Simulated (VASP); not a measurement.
# Ta (Im-3m) in VASP: notebook, part 3 of 3

VASP 6.6.1. Earlier steps stand in the parts before.

### 4 Single point, LDA

This run uses another cell than the first one, of 17.21 Å³/atom, 0.956 times its volume.

INCAR

```
ALGO = Normal
EDIFF = 1E-6
ENCUT = 520
GGA = CA
ISIF = 2
ISMEAR = -1
LASPH = True
LCHARG = False
LREAL = False
LWAVE = False
NBANDS = 12
NELM = 100
PREC = Accurate
SIGMA = 0.05
```

KPOINTS

```
k-points
0
Gamma
  11 11 11
```

POSCAR

```
Ta
1.0
   -1.6264785543      1.6264785543      1.6264785543
    1.6264785543     -1.6264785543      1.6264785543
    1.6264785543      1.6264785543     -1.6264785543
Ta
1
Direct
    0.0000000000      0.0000000000      0.0000000000
```

Potentials or basis: VASP PAW LDA potentials, release 64 (Ta_pv).

On the command line:

```console
$ cat potpaw_LDA.64/Ta_pv/POTCAR > POTCAR
$ mpirun -np 1 vasp_std > vasp.out
```

OUTCAR:

```text
EDIFF = 1E-6
   ENCUT = 520
   GGA = CA
   ISIF = 2
   ISMEAR = -1
   LASPH = True
   LREAL = False
   NELM = 100
   PREC = Accurate

 ion  position               nearest neighbor table
   1  0.000  0.000  0.000-

  LATTYP: Found a body centered cubic cell.
 ALAT       =     3.2529571086

  Lattice vectors:

 A1 = (  -1.6264785543,   1.6264785543,   1.6264785543)
 A2 = (   1.6264785543,  -1.6264785543,   1.6264785543)
 A3 = (   1.6264785543,   1.6264785543,  -1.6264785543)

Analysis of symmetry for initial positions (statically):
=====================================================================
 Subroutine PRICEL returns:
 Original cell was already a primitive cell.

 Routine SETGRP: Setting up the symmetry group for a
 body centered cubic supercell.

 Subroutine GETGRP returns: Found 48 space group operations
 (whereof 48 operations were pure point group operations)
 out of a pool of 48 trial point group operations.

The static configuration has the point symmetry O_h .

Analysis of symmetry for dynamics (positions and initial velocities):
=====================================================================
 Subroutine PRICEL returns:
 Original cell was already a primitive cell.

 Routine SETGRP: Setting up the symmetry group for a
 body centered cubic supercell.

 Subroutine GETGRP returns: Found 48 space group operations
 (whereof 48 operations were pure point group operations)
 out of a pool of 48 trial point group operations.

The dynamic configuration has the point symmetry O_h .

 Subroutine INISYM returns: Found 48 space group operations
 (whereof 48 operations are pure point group operations),
 and found     1 'primitive' translations

----------------------------------------------------------------------------------------

                                     Primitive cell

  volume of cell :      17.2110

  direct lattice vectors                    reciprocal lattice vectors
    -1.626478554  1.626478554  1.626478554     0.000000000  0.307412599  0.307412599
     1.626478554 -1.626478554  1.626478554     0.307412599  0.000000000  0.307412599
     1.626478554  1.626478554 -1.626478554     0.307412599  0.307412599  0.000000000

  length of vectors
     2.817143493  2.817143493  2.817143493     0.434747067  0.434747067  0.434747067

  position of ions in fractional coordinates (direct lattice)
     0.000000000  0.000000000  0.000000000

  ion indices of the primitive-cell ions
   primitive index   ion index
                 1           1

----------------------------------------------------------------------------------------

 KPOINTS: k-points

Automatic generation of k-mesh.
 Grid dimensions read from file:
 generate k-points for:   11   11   11

 Generating k-lattice:

  Cartesian coordinates                     Fractional coordinates (reciprocal lattice)
     0.000000000  0.027946600  0.027946600     0.090909091  0.000000000  0.000000000
     0.027946600  0.000000000  0.027946600     0.000000000  0.090909091  0.000000000
     0.027946600  0.027946600  0.000000000     0.000000000  0.000000000  0.090909091

  Length of vectors
     0.039522461  0.039522461  0.039522461

  Shift w.r.t. Gamma in fractional coordinates (k-lattice)
     0.000000000  0.000000000  0.000000000

 Subroutine IBZKPT returns following result:
 ===========================================

 Found     56 irreducible k-points:

 Following reciprocal coordinates:
            Coordinates               Weight
  0.000000  0.000000  0.000000      1.000000
  0.090909  0.000000  0.000000     12.000000
  0.181818  0.000000  0.000000     12.000000
  0.272727  0.000000  0.000000     12.000000
  0.363636  0.000000  0.000000     12.000000
  0.454545  0.000000  0.000000     12.000000
[... 16 lines left out ...]
  0.272727  0.181818  0.090909     48.000000
  0.363636  0.181818  0.090909     24.000000
 [... further k-points ...]
   k-points           NKPTS =     56   k-points in BZ     NKDIM =     56   number of bands    NBANDS=     12
   number of dos      NEDOS =    301   number of ions     NIONS =      1
   total plane-waves  NPLWV =  13824
   dimension x,y,z NGX =    24 NGY =   24 NGZ =   24
   dimension x,y,z NGXF=    48 NGYF=   48 NGZF=   48
   ions per type =               1
   NGX,Y,Z   is equivalent  to a cutoff of  14.16, 14.16, 14.16 a.u.
   NGXF,Y,Z  is equivalent  to a cutoff of  28.33, 28.33, 28.33 a.u.
 SYSTEM =  unknown system
   PREC   = accura    normal or accurate (medium, high low for compatibility)
   ISTART =      0    job   : 0-new  1-cont  2-samecut
   ICHARG =      2    charge: 1-file 2-atom 10-const
   ISPIN  =      1    spin polarized calculation?
   LNONCOLLINEAR =      F non collinear calculations
   LSORBIT =      F    spin-orbit coupling
   LASPH  =      T    aspherical Exc in radial PAW
   ENCUT  =  520.0 eV  38.22 Ry    6.18 a.u.   5.24  5.24  5.24*2*pi/ulx,y,z
   NELM   =    100;   NELMIN=  2; NELMDL= -5     # of ELM steps
   EDIFF  = 0.1E-05   stopping-criterion for ELM
   LREAL  =      F    real-space projection
   EDIFFG = 0.1E-04   stopping-criterion for IOM
   NSW    =      0    number of steps for IOM
   IBRION =     -1    ionic relax: 0-MD 1-quasi-New 2-CG
   NFREE  =      0    steps in history (QN), initial steepest desc. (CG)
   ISIF   =      2    stress and relaxation
   ISYM   =      2    0-nonsym 1-usesym 2-fastsym
   POTIM  = 0.5000    time-step for ionic-motion
   TEBEG  =    0.0;   TEEND  =   0.0 temperature during run
   PSTRESS=    0.0 pullay stress
   NELECT =      11.0000    total number of electrons
   NUPDOWN=      -1.0000    fix difference up-down
   EMIN   =  10.00;   EMAX   =-10.00  energy-range for DOS
   EFERMI =   0.00;   METHOD = LEGACY
   ISMEAR =    -1;   SIGMA  =   0.05  broadening in eV -4-tet -1-fermi 0-gaus
   EFERMI_NEDOS =   21; number of points for ismear=-14 and -15
   IALGO  =     38    algorithm
   IMIX   =      4    mixing-type and parameters
     AMIX     =   0.40;   BMIX     =  1.00
     AMIX_MAG =   1.60;   BMIX_MAG =  1.00
  volume/ion in A,a.u.               =      17.21       116.15
  Fermi-wavevector in a.u.,A,eV,Ry     =   1.410168  2.664830 27.056172  1.988573
  Thomas-Fermi vector in A             =   2.532149
   LORBIT       =      0    0 simple, 1 ext, 2 COOP (PROOUT), +10 PAW based schemes
   GGA     = CA    functional components
   LHFCALC =     F    Hartree Fock is set to
   AEXX    =    0.0000 exact exchange contribution
   IVDW    =     0    specifies the selected vdW correction
   LEPSILON=     F    determine dielectric tensor
   LRPA    =     F    only Hartree local field effects (RPA)
 non-spin polarized calculation
  energy-cutoff  :      520.00
  volume of cell :       17.21
 maximum number of plane-waves:       474
 NGX is ok and might be reduce to    24
   NGX = 11   NGY = 11   NGZ = 11

 number of electron      11.0000000 magnetization

 Free energy of the ion-electron system (eV)
  ---------------------------------------------------
  ext. energy  EPLUGINS =         0.00000000
  ---------------------------------------------------
  free energy    TOTEN  =       -12.83878974 eV

  energy without entropy =      -12.83171701  energy(sigma->0) =      -12.83525338

 E-fermi :   5.7773     XC(G=0): -13.0291

 val. band max:        5.7496095816   @ k =  -0.4545  -0.4545   0.0909
 cond. band min:       5.8337967428   @ k =  -0.1818   0.2727   0.0909
 fundamental gap:      0.0841871612
 Fermi energy:         5.7773198817

 k-point     1 :       0.0000    0.0000    0.0000
  band No.  band energies     occupation
      1     -26.9433      2.00000
      2     -26.9433      2.00000
      3     -26.9433      2.00000
      4      -2.2281      2.00000
      5       6.4468      0.00000
      6       6.4468      0.00000
      7       6.4468      0.00000
      8       9.8711      0.00000
      9       9.8711      0.00000
     10      19.6145      0.00000
     11      21.0710      0.00000
     12      21.0710      0.00000

 k-point     2 :       0.0909    0.0000    0.0000
  band No.  band energies     occupation
      1     -27.0640      2.00000
      2     -26.9799      2.00000
      3     -26.9441      2.00000
      4      -1.8393      2.00000
      5       6.1996      0.00043
      6       6.3663      0.00002
      7       6.8311      0.00000
      8       9.5015      0.00000
      9       9.8738      0.00000
     10      19.6144      0.00000
     11      21.4108      0.00000
     12      21.7437      0.00000
[... 316 lines left out ...]
 k-point    24 :       0.3636    0.1818    0.0909
  band No.  band energies     occupation
      1     -28.0883      2.00000
      2     -27.5756      2.00000
      3     -27.1737      2.00000
      4       2.8408      2.00000
      5       4.0870      2.00000
      6       5.9772      0.03604
      7      10.3494      0.00000
      8      10.9527      0.00000
      9      15.4223      0.00000
     10      16.4618      0.00000
     11      19.6213      0.00000
     12      19.7036      0.00000

 [... further k-points ...]
[... 5 lines left out ...]
  --------------------------------------------------------------------------------------
  -------------------------------------------------------------------------------------
  Total        0.1007080      0.1007080      0.1007080      0.0000000      0.0000000     -0.0000000
  in kB        9.3749588      9.3749588      9.3749588      0.0000000      0.0000000     -0.0000000
  external PRESSURE =       9.3749588 kB  Pullay stress =       0.0000000 kB

 VOLUME and BASIS-vectors are now :
 -----------------------------------------------------------------------------
  energy-cutoff  :      520.00
  volume of cell :       17.21
      direct lattice vectors                 reciprocal lattice vectors
    -1.626478554  1.626478554  1.626478554     0.000000000  0.307412599  0.307412599
     1.626478554 -1.626478554  1.626478554     0.307412599  0.000000000  0.307412599
     1.626478554  1.626478554 -1.626478554     0.307412599  0.307412599  0.000000000

 POSITION                                       TOTAL-FORCE (eV/Angst)
 -----------------------------------------------------------------------------------
      0.00000      0.00000      0.00000        -0.000000     -0.000000      0.000000
 -----------------------------------------------------------------------------------
    total drift:                               -0.000000      0.000000      0.000000

  FREE ENERGIE OF THE ION-ELECTRON SYSTEM (eV)
  ---------------------------------------------------
  free  energy   TOTEN  =       -12.8387897446 eV

  energy  without entropy=      -12.8317170113  energy(sigma->0) =      -12.83525338
```

Run time: 17 s. Hardware: 1 thread of AMD EPYC 7R43 (Zen 3), shared host; peak memory 0.1 GiB.

Results:

```yaml
Free_energy: -12.8388 eV
Pressure: 0.9 GPa
```

Caveat: spin-orbit coupling is left out, which moves the levels of the heavy elements.

### 5 Single point, RPBE

INCAR

```
SYSTEM = Ta
PREC     = Accurate       ! precision mode
ENCUT    = 520            ! plane-wave cutoff, eV
EDIFF    = 1E-6           ! SCF threshold, eV
ISMEAR   = -1             ! smearing method
SIGMA    = 0.05           ! smearing width, eV
LREAL    = .False.        ! projectors in reciprocal space
LASPH    = .True.         ! aspherical terms in the spheres
NELM     = 100            ! most SCF steps
ALGO     = Fast           ! electronic algorithm
ISIF     = 2              ! what is computed and relaxed
LWAVE    = .False.        ! write WAVECAR
LCHARG   = .False.        ! write CHGCAR
GGA      = RP             ! functional
NBANDS   = 12             ! bands
```

KPOINTS

```
Automatic mesh
0
Gamma
  11 11 11
  0 0 0
```

POSCAR

```
Ta
1.0
   -1.6512800000      1.6512800000      1.6512800000
    1.6512800000     -1.6512800000      1.6512800000
    1.6512800000      1.6512800000     -1.6512800000
Ta
1
Direct
    0.0000000000      0.0000000000      0.0000000000
```

Potentials or basis: VASP PAW PBE potentials, release 64 (Ta_pv).

On the command line:

```console
$ cat potpaw_PBE.64/Ta_pv/POTCAR > POTCAR
$ mpirun -np 1 vasp_std > vasp.out
```

It took 31 s on 1 thread of AMD EPYC 7R43 (Zen 3), shared host; peak memory 0.11 GiB.

It converged, with:

| Property | Result |
| --- | --- |
| Free energy | -11.3100 eV |
| Pressure | 6.2 GPa |

Levels at points of the mesh, in eV from the Fermi level:
```csv
k point,band 2,band 3,band 4,band 5,band 6,band 7,band 8,band 9
"(0.00, 0.00, 0.00)",-33.09,-33.09,-7.91,0.76,0.76,0.76,4.04,4.04
```

Caveat: the PAW data sets were made with another functional, which shifts forces and pressure a little; spin-orbit coupling is left out, which moves the levels of the heavy elements.

### 6 Single point, BLYP+D4

This run uses another cell than the first one, of 18.32 Å³/atom, 1.017 times its volume.

INCAR

```
SYSTEM = Ta
PREC = Accurate ; ENCUT = 520
EDIFF = 1E-6 ; ISMEAR = -1
SIGMA = 0.05 ; LREAL = .False.
LASPH = .True. ; NELM = 60
ALGO = Normal ; ISIF = 2
LWAVE = .False. ; LCHARG = .False.
GGA = B5 ; ALDAX = 1.0
AGGAX = 1.0 ; AGGAC = 1.0
ALDAC = 0.0 ; IVDW = 13
VDW_S6 = 1.0 ; VDW_S8 = 2.34076671
VDW_A1 = 0.44488865 ; VDW_A2 = 4.0933009
NBANDS = 12
```

KPOINTS

```
regular mesh
0
Gamma
  11 11 11
  0 0 0
```

POSCAR

```
Ta
1.0
   -1.6607918162      1.6607918162      1.6607918162
    1.6607918162     -1.6607918162      1.6607918162
    1.6607918162      1.6607918162     -1.6607918162
Ta
1
Direct
    0.0000000000      0.0000000000      0.0000000000
```

Potentials or basis: VASP PAW PBE potentials, release 64 (Ta_pv).

On the command line:

```console
$ cat potpaw_PBE.64/Ta_pv/POTCAR > POTCAR
$ mpirun -np 1 vasp_std > vasp.out
```

It took 27 s on 1 thread of AMD EPYC 7R43 (Zen 3), shared host; peak memory 0.1 GiB.

The run converged. Its results:

| Item | Value |
| --- | --- |
| Free energy | -10.8680 eV |
| Pressure | 1.1 GPa |
| Dispersion energy per atom | -0.574 eV |

Levels at points of the mesh, in eV from the Fermi level:
```
           k point  band 3  band 4  band 5  band 6  band 7  band 8
(0.00, 0.00, 0.00)  -33.02   -7.70    0.62    0.62    0.62    3.84
```

Caveat: the PAW data sets were made with another functional, which shifts forces and pressure a little; spin-orbit coupling is left out, which moves the levels of the heavy elements; pairwise dispersion overbinds metals, which lowers pressure and volume.

### 7 Overview

| task | level | potentials or basis | cell | k mesh | cutoff (eV) | smearing | gap on the mesh (eV) | pressure (GPa) |
| --- | --- | --- | --- | --- | --- | --- | --- | --- |
| relaxation of cell and atoms | PBE | VASP PAW PBE potentials, release 64 (Ta_pv) | relaxed to 10 GPa from a = 2.860 Å, angles 109.5°, 1 atom | 11 × 11 × 11 | 600 | fermi-dirac 0.05 eV | none | 10.0 |
| single point | PBE | VASP PAW PBE potentials, release 64 (Ta_pv) | a = 2.860 Å, angles 109.5°, 1 atom | 4 × 4 × 4 | 520 | fermi-dirac 0.06 eV | none | 3.3 |
| single point | LDA | VASP PAW LDA potentials, release 64 (Ta_pv) | a = 2.817 Å, angles 109.5°, 1 atom | 11 × 11 × 11 | 520 | fermi-dirac 0.05 eV | none | 0.9 |
| single point | RPBE | VASP PAW PBE potentials, release 64 (Ta_pv) | a = 2.860 Å, angles 109.5°, 1 atom | 11 × 11 × 11 | 520 | fermi-dirac 0.05 eV | none | 6.2 |
| single point | BLYP+D4 | VASP PAW PBE potentials, release 64 (Ta_pv) | a = 2.877 Å, angles 109.5°, 1 atom | 11 × 11 × 11 | 520 | fermi-dirac 0.05 eV | none | 1.1 |

Alike in all rows: no spin polarisation.

Caveats: some runs use coarse meshes; spin-orbit coupling is left out, which moves the levels of the heavy elements; the PAW data sets were made with another functional, which shifts forces and pressure a little (some runs); the cell is relaxed towards a set pressure, so the enthalpy falls and the energy may rise (some runs); pairwise dispersion overbinds metals, which lowers pressure and volume (some runs).

Total energies depend on the potentials used, so only differences within one code and one set of settings carry meaning.
